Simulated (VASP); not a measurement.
# ZrS2 (P-3m1) in VASP: settings compared

ZrS2 is run at these levels: PBE, LDA; tasks: single point.

All numbers are computed with VASP 6.6.1; they aren't measurements. Logs are shortened: lines on timing, memory, paths and dates and some standing lists are left out, and cuts for length are marked.

### Step 1. The cell of the first run

The structure is trigonal, space group P-3m1 (No. 164). The conventional cell has a = 3.674 Å, b = 3.674 Å, c = 5.857 Å, α = 90.00°, β = 90.00°, γ = 120.00°. Zr (site symmetry -3m) has 6 S at 2.57 Å within 3.4 Å. S (site symmetry 3m) has 3 Zr at 2.57 Å within 3.4 Å.

### Step 2. Single point, PBE

The input, INCAR:

```
PREC = Accurate ; ENCUT = 500
EDIFF = 1E-6 ; ISMEAR = 0
SIGMA = 0.01 ; LREAL = F
LASPH = T ; NELM = 120
ALGO = Normal ; ISIF = 2
LWAVE = F ; LCHARG = T
GGA = PE ; LELF = T
LVHAR = T ; NBANDS = 19
GGA_COMPAT = F
```

The input, KPOINTS:

```
regular mesh
0
Gamma
  6 6 2
```

The input, POSCAR:

```
ZrS2
1.0
    3.6743619249      0.0000000000      0.0000000000
   -1.8371809625      3.1820907696      0.0000000000
    0.0000000000      0.0000000000      5.8571358083
Zr S
1 2
Direct
    0.0000000000      0.0000000000      0.0000000000
    0.6666666667      0.3333333333      0.7537648221
    0.3333333333      0.6666666667      0.2462351779
```

Potentials or basis: VASP PAW PBE potentials, release 64 (Zr_sv, S).

Launch:

```sh
> cat potpaw_PBE.64/Zr_sv/POTCAR potpaw_PBE.64/S/POTCAR > POTCAR
> mpirun -np 1 vasp_std > vasp.out
```

OUTCAR:

```text
PREC = Accurate
   ENCUT = 500
   EDIFF = 1E-6
   ISMEAR = 0
   LREAL = F
   LASPH = T
   NELM = 120
   ISIF = 2
   GGA = PE

 ion  position               nearest neighbor table
   1  0.000  0.000  0.000-   2 2.57   3 2.57   3 2.57   2 2.57   2 2.57   3 2.57
   2  0.667  0.333  0.754-   1 2.57   1 2.57   1 2.57
   3  0.333  0.667  0.246-   1 2.57   1 2.57   1 2.57

  LATTYP: Found a hexagonal cell.
 ALAT       =     3.6743619249
 C/A-ratio  =     1.5940552205

  Lattice vectors:

 A1 = (   3.6743619249,   0.0000000000,   0.0000000000)
 A2 = (  -1.8371809625,   3.1820907696,   0.0000000000)
 A3 = (   0.0000000000,   0.0000000000,   5.8571358083)

Analysis of symmetry for initial positions (statically):
=====================================================================
 Subroutine PRICEL returns:
 Original cell was already a primitive cell.

 Routine SETGRP: Setting up the symmetry group for a
 hexagonal supercell.

 Subroutine GETGRP returns: Found 12 space group operations
 (whereof 12 operations were pure point group operations)
 out of a pool of 24 trial point group operations.

The static configuration has the point symmetry D_3d.

Analysis of symmetry for dynamics (positions and initial velocities):
=====================================================================
 Subroutine PRICEL returns:
 Original cell was already a primitive cell.

 Routine SETGRP: Setting up the symmetry group for a
 hexagonal supercell.

 Subroutine GETGRP returns: Found 12 space group operations
 (whereof 12 operations were pure point group operations)
 out of a pool of 24 trial point group operations.

The dynamic configuration has the point symmetry D_3d.

 Subroutine INISYM returns: Found 12 space group operations
 (whereof 12 operations are pure point group operations),
 and found     1 'primitive' translations

----------------------------------------------------------------------------------------

                                     Primitive cell

  volume of cell :      68.4825

  direct lattice vectors                    reciprocal lattice vectors
     3.674361925  0.000000000  0.000000000     0.272156097  0.157129396  0.000000000
    -1.837180962  3.182090770  0.000000000     0.000000000  0.314258792  0.000000000
     0.000000000  0.000000000  5.857135808     0.000000000  0.000000000  0.170731913

  length of vectors
     3.674361925  3.674361925  5.857135808     0.314258792  0.314258792  0.170731913

  position of ions in fractional coordinates (direct lattice)
     0.000000000  0.000000000  0.000000000
     0.666666667  0.333333333  0.753764822
     0.333333333  0.666666667  0.246235178

  ion indices of the primitive-cell ions
   primitive index   ion index
                 1           1
                 2           2
                 3           3

----------------------------------------------------------------------------------------

 KPOINTS: regular mesh

Automatic generation of k-mesh.
 Grid dimensions read from file:
 generate k-points for:    6    6    2

 Generating k-lattice:

  Cartesian coordinates                     Fractional coordinates (reciprocal lattice)
     0.045359349  0.026188233  0.000000000     0.166666667 -0.000000000  0.000000000
     0.000000000  0.052376465  0.000000000     0.000000000  0.166666667  0.000000000
     0.000000000  0.000000000  0.085365956     0.000000000  0.000000000  0.500000000

  Length of vectors
     0.052376465  0.052376465  0.085365956

  Shift w.r.t. Gamma in fractional coordinates (k-lattice)
     0.000000000  0.000000000  0.000000000

 Subroutine IBZKPT returns following result:
 ===========================================

 Found     14 irreducible k-points:

 Following reciprocal coordinates:
            Coordinates               Weight
  0.000000  0.000000  0.000000      1.000000
  0.166667 -0.000000  0.000000      6.000000
  0.333333 -0.000000  0.000000      6.000000
  0.500000 -0.000000  0.000000      3.000000
  0.166667  0.166667  0.000000      6.000000
  0.333333  0.166667  0.000000     12.000000
  0.333333  0.333333  0.000000      2.000000
  0.000000  0.000000  0.500000      1.000000
  0.166667 -0.000000  0.500000      6.000000
  0.333333 -0.000000  0.500000      6.000000
  0.500000 -0.000000  0.500000      3.000000
  0.166667  0.166667  0.500000      6.000000
  0.333333  0.166667  0.500000     12.000000
  0.333333  0.333333  0.500000      2.000000
   k-points           NKPTS =     14   k-points in BZ     NKDIM =     14   number of bands    NBANDS=     19
   number of dos      NEDOS =    301   number of ions     NIONS =      3
   total plane-waves  NPLWV =  37632
   dimension x,y,z NGX =    28 NGY =   28 NGZ =   48
   dimension x,y,z NGXF=    56 NGYF=   56 NGZF=   96
   ions per type =               1   2
   NGX,Y,Z   is equivalent  to a cutoff of  12.67, 12.67, 13.62 a.u.
   NGXF,Y,Z  is equivalent  to a cutoff of  25.34, 25.34, 27.25 a.u.
 SYSTEM =  unknown system
   PREC   = accura    normal or accurate (medium, high low for compatibility)
   ISTART =      0    job   : 0-new  1-cont  2-samecut
   ICHARG =      2    charge: 1-file 2-atom 10-const
   ISPIN  =      1    spin polarized calculation?
   LNONCOLLINEAR =      F non collinear calculations
   LSORBIT =      F    spin-orbit coupling
   LASPH  =      T    aspherical Exc in radial PAW
   ENCUT  =  500.0 eV  36.75 Ry    6.06 a.u.   6.70  6.70 10.68*2*pi/ulx,y,z
   NELM   =    120;   NELMIN=  2; NELMDL= -5     # of ELM steps
   EDIFF  = 0.1E-05   stopping-criterion for ELM
   LREAL  =      F    real-space projection
[... 7 lines left out ...]
   TEBEG  =    0.0;   TEEND  =   0.0 temperature during run
   PSTRESS=    0.0 pullay stress
   NELECT =      24.0000    total number of electrons
   NUPDOWN=      -1.0000    fix difference up-down
   EMIN   =  10.00;   EMAX   =-10.00  energy-range for DOS
   EFERMI =   0.00;   METHOD = LEGACY
   ISMEAR =     0;   SIGMA  =   0.01  broadening in eV -4-tet -1-fermi 0-gaus
   EFERMI_NEDOS =   21; number of points for ismear=-14 and -15
   IALGO  =     38    algorithm
   IMIX   =      4    mixing-type and parameters
     AMIX     =   0.40;   BMIX     =  1.00
     AMIX_MAG =   1.60;   BMIX_MAG =  1.00
  volume/ion in A,a.u.               =      22.83       154.05
  Fermi-wavevector in a.u.,A,eV,Ry     =   1.154211  2.181143 18.125731  1.332204
  Thomas-Fermi vector in A             =   2.290849
   LORBIT       =      0    0 simple, 1 ext, 2 COOP (PROOUT), +10 PAW based schemes
   GGA     = PE    functional components
   LHFCALC =     F    Hartree Fock is set to
   AEXX    =    0.0000 exact exchange contribution
   IVDW    =     0    specifies the selected vdW correction
   LEPSILON=     F    determine dielectric tensor
   LRPA    =     F    only Hartree local field effects (RPA)
 non-spin polarized calculation
 Gauss-broadening in eV      SIGMA  =   0.01
  energy-cutoff  :      500.00
  volume of cell :       68.48
 maximum number of plane-waves:      1785
 NGX is ok and might be reduce to    28
   NGX = 13   NGY = 13   NGZ = 21

 number of electron      24.0000000 magnetization

 Free energy of the ion-electron system (eV)
  ---------------------------------------------------
  ext. energy  EPLUGINS =         0.00000000
  ---------------------------------------------------
  free energy    TOTEN  =       -21.39223783 eV

  energy without entropy =      -21.39223783  energy(sigma->0) =      -21.39223783

 E-fermi :   4.8112     XC(G=0):  -9.5604

 val. band max:        4.6522239168   @ k =   0.0000   0.0000   0.0000
 cond. band min:       5.5333872602   @ k =   0.5000  -0.0000   0.5000
 fundamental gap:      0.8811633434
 Fermi energy:         4.8111801722

 k-point     1 :       0.0000    0.0000    0.0000
  band No.  band energies     occupation
      1     -44.4117      2.00000
      2     -22.4776      2.00000
      3     -22.3203      2.00000
      4     -22.3203      2.00000
      5      -8.1004      2.00000
      6      -6.6012      2.00000
[... 11 lines left out ...]
     18      10.3839      0.00000
     19      10.4625      0.00000

 k-point     2 :       0.1667   -0.0000    0.0000
  band No.  band energies     occupation
      1     -44.4071      2.00000
      2     -22.4636      2.00000
      3     -22.3860      2.00000
      4     -22.3344      2.00000
      5      -7.8277      2.00000
      6      -6.6739      2.00000
[... 11 lines left out ...]
     18      11.5113      0.00000
     19      12.0169      0.00000

 k-point     3 :       0.3333   -0.0000    0.0000
  band No.  band energies     occupation
      1     -44.3978      2.00000
      2     -22.5153      2.00000
      3     -22.4343      2.00000
      4     -22.3625      2.00000
      5      -7.2594      2.00000
      6      -6.7765      2.00000
[... 11 lines left out ...]
     18      12.1374      0.00000
     19      12.8255      0.00000

 k-point     4 :       0.5000   -0.0000    0.0000
  band No.  band energies     occupation
      1     -44.3932      2.00000
      2     -22.5779      2.00000
      3     -22.4201      2.00000
      4     -22.3765      2.00000
      5      -7.0815      2.00000
      6      -6.6711      2.00000
[... 11 lines left out ...]
     18      11.3298      0.00000
     19      12.6666      0.00000

 k-point     5 :       0.1667    0.1667    0.0000
  band No.  band energies     occupation
      1     -44.4001      2.00000
      2     -22.4702      2.00000
      3     -22.4427      2.00000
      4     -22.3680      2.00000
      5      -7.3884      2.00000
      6      -6.7745      2.00000
[... 11 lines left out ...]
     18      12.9444      0.00000
     19      13.4316      0.00000
[... 114 lines left out ...]
      2     -22.5778      2.00000
      3     -22.4204      2.00000
      4     -22.3764      2.00000
      5      -7.1749      2.00000
      6      -6.5500      2.00000
[... 11 lines left out ...]
     18      11.0057      0.00000
     19      11.9035      0.00000

 k-point    12 :       0.1667    0.1667    0.5000
  band No.  band energies     occupation
      1     -44.4001      2.00000
      2     -22.4701      2.00000
      3     -22.4431      2.00000
      4     -22.3679      2.00000
      5      -7.1641      2.00000
      6      -7.0207      2.00000
[... 11 lines left out ...]
     18      12.9947      0.00000
     19      13.1015      0.00000

 k-point    13 :       0.3333    0.1667    0.5000
  band No.  band energies     occupation
      1     -44.3932      2.00000
      2     -22.5441      2.00000
      3     -22.4220      2.00000
      4     -22.4099      2.00000
      5      -7.0448      2.00000
      6      -6.7027      2.00000
[... 11 lines left out ...]
     18      11.7220      0.00000
     19      12.6229      0.00000

 k-point    14 :       0.3333    0.3333    0.5000
  band No.  band energies     occupation
      1     -44.3908      2.00000
      2     -22.4972      2.00000
      3     -22.4972      2.00000
      4     -22.4141      2.00000
      5      -6.8065      2.00000
      6      -6.8065      2.00000
[... 11 lines left out ...]
     18      12.8286      0.00000
     19      13.2529      0.00000

------------------------ aborting loop because EDIFF is reached ----------------------------------------

  FORCE on cell =-STRESS in cart. coord.  units (eV):
  Direction    XX          YY          ZZ          XY          YZ          ZX
  --------------------------------------------------------------------------------------
  -------------------------------------------------------------------------------------
  Total        0.4647000      0.4647000      0.8530777     -0.0000000      0.0000000     -0.0000000
  in kB       10.8718512     10.8718512     19.9581090     -0.0000000      0.0000000     -0.0000000
  external PRESSURE =      13.9006038 kB  Pullay stress =       0.0000000 kB

 VOLUME and BASIS-vectors are now :
 -----------------------------------------------------------------------------
  energy-cutoff  :      500.00
  volume of cell :       68.48
      direct lattice vectors                 reciprocal lattice vectors
     3.674361925  0.000000000  0.000000000     0.272156097  0.157129396  0.000000000
    -1.837180962  3.182090770  0.000000000     0.000000000  0.314258792  0.000000000
     0.000000000  0.000000000  5.857135808     0.000000000  0.000000000  0.170731913

 POSITION                                       TOTAL-FORCE (eV/Angst)
 -----------------------------------------------------------------------------------
      0.00000      0.00000      0.00000        -0.000000      0.000000      0.000000
      1.83718      1.06070      4.41490        -0.000000      0.000000     -0.029980
     -0.00000      2.12139      1.44223         0.000000     -0.000000      0.029980
 -----------------------------------------------------------------------------------
    total drift:                                0.000000     -0.000000      0.000000

  FREE ENERGIE OF THE ION-ELECTRON SYSTEM (eV)
  ---------------------------------------------------
  free  energy   TOTEN  =       -21.3922378277 eV

  energy  without entropy=      -21.3922378277  energy(sigma->0) =      -21.39223783
```

Run time: 30 s. Hardware: 1 thread of Intel Xeon 8259CL, shared host; peak memory 0.18 GiB.

Results:

| Quantity | Value |
| --- | --- |
| Free energy | -21.3922 eV |
| Pressure | 1.4 GPa |
| Largest force | 0.030 eV/Å |
| Band gap on the k mesh | 0.88 eV (least direct gap 1.50 eV) |

Forces on the atoms (eV/Å):
```
Zr   0.000  0.000  0.000
S    0.000  0.000 -0.030
S    0.000  0.000  0.030
```

Levels at points of the mesh, in eV from the valence-band top:
```csv
k point,band 9,band 10,band 11,band 12,band 13,band 14,band 15,band 16
"(0.00, 0.00, 0.00)",-2.88,-0.17,-0.17,0.00,1.50,1.50,2.31,4.85
"(0.50, 0.00, 0.00)",-2.54,-2.52,-1.89,-1.31,1.06,3.19,3.47,5.66
"(0.00, 0.00, 0.50)",-2.84,-1.82,-0.31,-0.31,1.46,1.46,2.64,5.25
"(0.50, 0.00, 0.50)",-2.70,-2.32,-1.03,-0.81,0.88,3.18,3.47,5.15
```

Caveat: the k points lie up to 0.54 Å⁻¹ apart; this functional lacks dispersion, which binds the layers, so the pressure and a relaxed spacing across them are unreliable. A k mesh can miss the band edges.

### Step 3. Single point, LDA

The input, INCAR:

```
  PREC = Accurate
  ENCUT = 500
  EDIFF = 1E-6
  ISMEAR = 0
  SIGMA = 0.01
  LREAL = F
  LASPH = T
  NELM = 120
  ALGO = Normal
  ISIF = 2
  LWAVE = F
  LCHARG = T
  LELF = T
  LVHAR = T
  NBANDS = 19
  GGA_COMPAT = F
```

The input, KPOINTS:

```
Automatic mesh
0
Gamma
  6 6 2
```

POSCAR is that of step 2.

Potentials or basis: VASP PAW LDA potentials, release 64 (Zr_sv, S).

Launch:

```sh
> cat potpaw_LDA.64/Zr_sv/POTCAR potpaw_LDA.64/S/POTCAR > POTCAR
> mpirun -np 1 vasp_std > vasp.out
```

Run time: 31 s. Hardware: 1 thread of Intel Xeon 8259CL, shared host; peak memory 0.16 GiB.

Results (log left out):

```
Free energy            : -23.3330 eV
Pressure               : -3.9 GPa
Largest force          : 0.272 eV/Å
Band gap on the k mesh : 0.76 eV (least direct gap 1.38 eV)
```

Forces on the atoms (eV/Å):
```
Zr   0.000  0.000  0.000
S    0.000  0.000  0.272
S    0.000  0.000 -0.272
```

Stress tensor (GPa, compression positive):
```
-4.33  0.00  0.00
 0.00 -4.33  0.00
 0.00  0.00 -2.95
```

Levels at points of the mesh, in eV from the valence-band top:
```
           k point  band 8  band 9  band 10  band 11  band 12  band 13  band 14  band 15  band 16  band 17
(0.00, 0.00, 0.00)   -2.90   -2.90    -0.16    -0.16     0.00     1.38     1.38     2.18     4.81     4.81
(0.50, 0.00, 0.00)   -2.65   -2.57    -2.56    -1.93    -1.32     0.95     3.08     3.36     5.65     5.76
(0.00, 0.00, 0.50)   -2.85   -2.85    -1.91    -0.31    -0.31     1.34     1.34     2.53     5.23     5.23
(0.50, 0.00, 0.50)   -3.34   -2.72    -2.35    -1.03    -0.81     0.76     3.07     3.36     5.11     5.50
```

Caveat: the k points lie up to 0.54 Å⁻¹ apart. A k mesh can miss the band edges.

[end of part 1 of 2]
